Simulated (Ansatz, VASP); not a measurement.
# One calculation of SnTe, two programs

```
CELL_PARAMETERS angstrom
0.00000 3.28501 3.28501
3.28501 0.00000 3.28501
3.28501 3.28501 0.00000
ATOMIC_POSITIONS crystal
Sn 0.00000 0.00000 0.00000
Te 0.50000 0.50000 0.50000
```

Change from the starting cell: hydrostatic strain +3.0%.

Alike in both runs: task single point; functional r2SCAN; k mesh 8 × 8 × 8; no spin polarisation.

```csv
,VASP,Ansatz
version,VASP 6.6.1,Ansatz 0.2.0
potentials or method,"VASP PAW PBE potentials, release 64 (Sn_d, Te)","plane waves, PAW"
plane-wave cutoff (eV),520,500
occupations,"gaussian, width 0.01 eV",fixed
valence electrons in the cell,20,30
```

|  | VASP | Ansatz | Ansatz less VASP |
| --- | --- | --- | --- |
| gap on the k mesh at the Fermi level (eV) | 0.39 | 0.39 | +0.002 |
| pressure (GPa) | -3.3 | -3.3 | +0.01 |

VASP's potentials were made for PBE, not for r2SCAN. VASP's potentials hold 20 valence electrons a cell and Ansatz's 30, so a difference there can come from the potentials and not from the codes.

Spin-orbit coupling is off throughout.
